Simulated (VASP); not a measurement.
Runs of VASP 6.6.1 on W. The structure is that of space group Im-3m (No. 229), or close to it. The cells are those of the table. 

```csv
cell,gap on the mesh (eV),pressure (GPa)
"a = 2.988 Å, angles 109.5°, 1 atom",none,-43.4
"a = 2.656 Å, angles 109.5°, 1 atom",none,(b)
"a = 2.841 Å, angles 108.4, 108.4, 111.6°, 1 atom",none,-21.9
"a = 2.915 Å, angles 110.5, 110.5, 107.4°, 1 atom",none,(a)
"a = 2.545 Å, angles 109.5°, 1 atom",none,121.2
```

Alike in all rows: task single point; level PBE; potentials or basis VASP PAW PBE potentials, release 64 (W_sv); no spin polarisation; k mesh 20 × 20 × 20; cutoff (eV) 520; smearing gaussian 0.15 eV.

Question: Fill in the values left out.

Answer: (a) -34.9; (b) 44.1.

Caveats: spin-orbit coupling is left out, which moves the levels of the heavy elements.

A k mesh can miss the band edges, and the runs leave out spin-orbit coupling on W.

A gap of «none» marks levels without a gap at the run's occupations.
